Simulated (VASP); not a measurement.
The system is WC.

```
CELL_PARAMETERS angstrom
2.90650 0.00000 0.00000
-1.45325 2.51710 0.00000
0.00000 0.00000 2.83660
ATOMIC_POSITIONS crystal
W 0.00000 0.00000 0.00000
C 0.66667 0.33333 0.50000
```

```yaml
Program: VASP 6.6.1
Task: relaxation of cell and atoms
Functional: PBE
Potentials_or_basis: VASP PAW PBE potentials, release 64 (W_sv, C)
Cutoff: 600 eV
k_mesh: 12 × 12 × 11
Occupations: fermi-dirac, width 0.1 eV
Spin: no spin polarisation
```

At the start: pressure 6.7 GPa; volume 10.38 Å³/atom.

Problem. Where does the relaxation end?

Solution. Over 6 steps the energy falls by 3.6 meV/atom and the volume is 10.55 Å³/atom (+1.7 %); space group P-6m2 (No. 187, to 0.1 Å) before and after.

Step by step:
| step | energy change (eV) | largest force (eV/Å) | pressure (GPa) | volume (Å³) |
| --- | --- | --- | --- | --- |
| 1 | 0.0000 | 0.0000 | 6.68 | 20.75 |
| 2 | 0.0433 | 0.0000 | -15.86 | 22.08 |
| 3 | -0.0072 | 0.0000 | -0.11 | 21.11 |
| 4 | -0.0072 | 0.0000 | 0.00 | 21.10 |
| 5 | -0.0072 | 0.0000 | 0.06 | 21.11 |
| 6 | -0.0072 | 0.0000 | 0.05 | 21.10 |

Final structure:
```
CELL_PARAMETERS angstrom
2.92440 0.00000 0.00000
-1.46220 2.53260 0.00000
0.00000 0.00000 2.84932
ATOMIC_POSITIONS crystal
W 0.00000 0.00000 0.00000
C 0.66667 0.33333 0.50000
```
